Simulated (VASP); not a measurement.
# ZnAuS3 (Pm-3m) in VASP: notebook, part 2 of 2

VASP 6.6.1.

**4. Relaxation of cell and atoms, PBE**

This run uses another cell than the first one, of 18.07 Å³/atom, 0.798 times its volume.

Input file INCAR:

```
PREC = Accurate
ENCUT = 600
EDIFF = 1E-6
ISMEAR = 0
SIGMA = 0.1
LREAL = False
LASPH = True
NELM = 100
ALGO = Normal
ISIF = 3
LWAVE = False
LCHARG = False
GGA = PE
IBRION = 2
NSW = 90
EDIFFG = -0.04
```

Input file KPOINTS:

```
regular mesh
0
Gamma
  4 4 4
```

Input file POSCAR:

```
ZnAuS3
1.0
    4.4871276700      0.0000000000      0.0000000000
    0.0000000000      4.4871276700      0.0000000000
    0.0000000000      0.0000000000      4.4871276700
Zn S Au
1 3 1
Direct
    0.5000000000      0.5000000000      0.5000000000
    0.5000000000      0.0000000000      0.0000000000
    0.0000000000      0.5000000000      0.0000000000
    0.0000000000      0.0000000000      0.5000000000
    0.0000000000      0.0000000000      0.0000000000
```

Potentials or basis: VASP PAW PBE potentials, release 64 (Zn, S, Au).

On the command line:

```sh
> cat potpaw_PBE.64/Zn/POTCAR potpaw_PBE.64/S/POTCAR potpaw_PBE.64/Au/POTCAR > POTCAR
> mpirun -np 1 vasp_std > vasp.out
```

OUTCAR:

```text
PREC = Accurate
   ENCUT = 600
   EDIFF = 1E-6
   ISMEAR = 0
   LREAL = False
   LASPH = True
   NELM = 100
   ISIF = 3
   GGA = PE
   IBRION = 2
   NSW = 90
   EDIFFG = -0.04

 ion  position               nearest neighbor table
   1  0.500  0.500  0.500-
   2  0.500  0.000  0.000-   5 2.24   5 2.24
   3  0.000  0.500  0.000-   5 2.24   5 2.24
   4  0.000  0.000  0.500-   5 2.24   5 2.24
   5  0.000  0.000  0.000-   2 2.24   3 2.24   4 2.24   4 2.24   3 2.24   2 2.24

  LATTYP: Found a simple cubic cell.
 ALAT       =     4.4871276700

  Lattice vectors:

 A1 = (   4.4871276700,   0.0000000000,   0.0000000000)
 A2 = (   0.0000000000,   4.4871276700,   0.0000000000)
 A3 = (   0.0000000000,   0.0000000000,   4.4871276700)

Analysis of symmetry for initial positions (statically):
=====================================================================
 Subroutine PRICEL returns:
 Original cell was already a primitive cell.

 Routine SETGRP: Setting up the symmetry group for a
 simple cubic supercell.

 Subroutine GETGRP returns: Found 48 space group operations
 (whereof 48 operations were pure point group operations)
 out of a pool of 48 trial point group operations.

The static configuration has the point symmetry O_h .

Analysis of symmetry for dynamics (positions and initial velocities):
[... 135 lines left out ...]
 Gauss-broadening in eV      SIGMA  =   0.10
  energy-cutoff  :      600.00
  volume of cell :       90.35
 maximum number of plane-waves:      3031
 NGX is ok and might be reduce to    36
   NGX = 17   NGY = 17   NGZ = 17

--------------------------------------- Ionic step        1  -------------------------------------------

 number of electron      41.0000025 magnetization

 Free energy of the ion-electron system (eV)
  ---------------------------------------------------
  ext. energy  EPLUGINS =         0.00000000
  ---------------------------------------------------
  free energy    TOTEN  =       -11.77908285 eV

  energy without entropy =      -11.75754208  energy(sigma->0) =      -11.76831247

 E-fermi :   5.2523     XC(G=0): -10.6330

 val. band max:        5.2477311611   @ k =   0.5000   0.5000   0.2500
 cond. band min:       5.3242342182   @ k =   0.5000   0.2500   0.2500
 fundamental gap:      0.0765030570
 Fermi energy:         5.2523270885

 k-point     1 :       0.0000    0.0000    0.0000
  band No.  band energies     occupation
      1      -9.7813      2.00000
      2      -7.7894      2.00000
      3      -7.7894      2.00000
      4      -1.0574      2.00000
      5      -1.0574      2.00000
      6      -1.0574      2.00000
[... 336 lines left out ...]
--------------------------------------- Ionic step        3  -------------------------------------------

 number of electron      41.0000038 magnetization

 Free energy of the ion-electron system (eV)
  ---------------------------------------------------
  ext. energy  EPLUGINS =         0.00000000
  ---------------------------------------------------
  free energy    TOTEN  =       -13.04765767 eV

  energy without entropy =      -13.02186000  energy(sigma->0) =      -13.03475883

 E-fermi :   2.9927     XC(G=0):  -9.6181

 val. band max:        2.9663591274   @ k =   0.5000   0.5000   0.2500
 cond. band min:       3.0589830070   @ k =   0.5000   0.2500   0.2500
 fundamental gap:      0.0926238796
 Fermi energy:         2.9927113624

 k-point     1 :       0.0000    0.0000    0.0000
  band No.  band energies     occupation
      1     -10.5003      2.00000
      2      -8.9891      2.00000
      3      -8.9891      2.00000
      4      -3.2108      2.00000
      5      -3.2108      2.00000
      6      -3.2108      2.00000
[... 291 lines left out ...]
  FREE ENERGIE OF THE ION-ELECTRON SYSTEM (eV)
  ---------------------------------------------------
  free  energy   TOTEN  =       -13.0476576687 eV

  energy  without entropy=      -13.0218599961  energy(sigma->0) =      -13.03475883

 reached required accuracy - stopping structural energy minimisation
```

CONTCAR:

```text
ZnAuS3
   1.00000000000000
     4.8171313135354987   -0.0000000000000000    0.0000000000000000
    -0.0000000000000000    4.8171313135354987   -0.0000000000000000
    -0.0000000000000000   -0.0000000000000000    4.8171313135354987
  Zn              S               Au
     1     3     1
Direct
     0.5000000000000000    0.5000000000000000    0.5000000000000000
     0.5000000000000000    0.0000000000000000    0.0000000000000000
     0.0000000000000000    0.5000000000000000    0.0000000000000000
     0.0000000000000000    0.0000000000000000    0.5000000000000000
     0.0000000000000000    0.0000000000000000    0.0000000000000000

  0.00000000E+00  0.00000000E+00  0.00000000E+00
  0.00000000E+00  0.00000000E+00  0.00000000E+00
  0.00000000E+00  0.00000000E+00  0.00000000E+00
  0.00000000E+00  0.00000000E+00  0.00000000E+00
  0.00000000E+00  0.00000000E+00  0.00000000E+00
```

Run time: 31 s. Hardware: 1 thread of Intel Xeon 6975P-C (Granite Rapids), shared host; peak memory 0.22 GiB.

What came out:

- Free energy: -13.0477 eV
- Relaxed volume: 22.36 Å³/atom
- Relaxed cell: a = 4.817 Å, b = 4.817 Å, c = 4.817 Å, α = 90.00°, β = 90.00°, γ = 90.00°
- Space group after relaxing (to 0.05 Å): Pm-3m (No. 221)
- Energy gained by relaxing: 253.7 meV/atom
- Ionic steps: 3
- Pressure after relaxing: 0.0 GPa

Step by step:
| step | energy change (eV) | largest force (eV/Å) | pressure (GPa) | volume (Å³) |
| --- | --- | --- | --- | --- |
| 1 | 0.0000 | 0.0000 | 23.31 | 90.35 |
| 2 | -0.8567 | 0.0000 | -6.51 | 129.26 |
| 3 | -1.2686 | 0.0000 | 0.00 | 111.78 |

Final structure:
```xyz
5
Lattice="4.8171 0.0000 0.0000 0.0000 4.8171 0.0000 0.0000 0.0000 4.8171" Properties=species:S:1:pos:R:3 pbc="T T T"
Zn    2.4086    2.4086    2.4086
S     2.4086    0.0000    0.0000
S     0.0000    2.4086    0.0000
S     0.0000    0.0000    2.4086
Au    0.0000    0.0000    0.0000
```

Caveat: the volume moved by over 15 % at a fixed basis, so the end points are rough; spin-orbit coupling is left out, which moves the levels of the heavy elements.

**5. Overview**

| task | cell | k mesh | cutoff (eV) | gap on the mesh (eV) | pressure (GPa) |
| --- | --- | --- | --- | --- | --- |
| single point | a = 4.837 Å, 5 atoms | 8 × 8 × 8 | 520 | none | -0.2 |
| single point | a = 4.823 Å, 5 atoms | 4 × 4 × 4 | 520 | none | -0.2 |
| relaxation of cell and atoms | relaxed from a = 4.487 Å, 5 atoms | 4 × 4 × 4 | 600 | none | 0.0 |

Alike in all rows: level PBE; potentials or basis VASP PAW PBE potentials, release 64 (Zn, S, Au); no spin polarisation; smearing gaussian 0.1 eV.

Caveats: spin-orbit coupling is left out, which moves the levels of the heavy elements; the volume moved by over 15 % at a fixed basis, so the end points are rough (some runs).

Absolute energies hang on the potentials; compare differences alone.
